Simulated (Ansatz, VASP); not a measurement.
## Two plane-wave programs on Hf4C

```
CELL_PARAMETERS angstrom
-2.88390 2.88390 2.88390
2.88390 -2.88390 2.88390
2.88390 2.88390 -2.88390
ATOMIC_POSITIONS crystal
Hf 0.50000 0.50000 0.50000
Hf 0.50000 0.00000 0.00000
Hf 0.00000 0.00000 0.50000
Hf 0.00000 0.50000 0.00000
C 0.00000 0.00000 0.00000
```

Change from the starting cell: species swapped into the GeF4 type (I-43m, No. 217).

Alike in both runs: functional PBE; k mesh 10 × 10 × 10; occupations gaussian, width 0.1 eV; no spin polarisation.

Ansatz relaxed the structure, and its values are those at the end. VASP's run is a single point on that final structure, the one shown.

|  | VASP | Ansatz |
| --- | --- | --- |
| version | VASP 6.6.1 | Ansatz 0.2.0 |
| potentials or method | VASP PAW PBE potentials, release 64 (Hf_pv, C), cutoff 520 eV | scalar-relativistic, plane waves, PAW |
| valence electrons in the cell | 44 | 108 |

Ansatz gave:

```
gap on the k mesh at the Fermi level (eV) : none
pressure (GPa)                            : 0.0
```

What did VASP give for the same quantities?

gap on the k mesh at the Fermi level (eV): none; pressure (GPa): -0.6.

A gap of «none» marks a metal or a gap that the smearing closes. VASP's potentials hold 44 valence electrons a cell and Ansatz's 108, so a difference there can come from the potentials and not from the codes.

Spin-orbit coupling is off throughout.
